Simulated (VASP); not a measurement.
Runs of VASP 6.6.1 on Bi2Pd. The structure is that of space group I4/mmm (No. 139), or close to it. The cells are those of the table. 

```tsv
cell	gap on the mesh (eV)	pressure (GPa)	largest force (eV/Å)
a = 6.772 Å, angles 151.9, 151.9, 40.2°, 3 atoms	none	2.5	0.14
a = 6.867 Å, angles 151.9, 151.9, 40.2°, 3 atoms	none	(a)	0.14
a = 6.820 Å, angles 151.9, 151.9, 40.2°, 3 atoms	none	0.3	0.01
a = 6.913 Å, angles 151.9, 151.9, 40.2°, 3 atoms	none	-3.3	0.26
```

Alike in all rows: task single point; level LDA; potentials or basis VASP PAW LDA potentials, release 64 (Bi_d, Pd); no spin polarisation; k mesh 11 × 11 × 11; cutoff (eV) 520; smearing fermi-dirac 0.1 eV.

Estimate the missing entries.

(a) -1.6.

Caveats: spin-orbit coupling is left out, which moves the levels of the heavy elements; the cell stands under tension (at least some runs).

A k mesh can miss the band edges, and the runs leave out spin-orbit coupling on Bi, Pd.

A gap of «none» marks levels without a gap at the run's occupations.
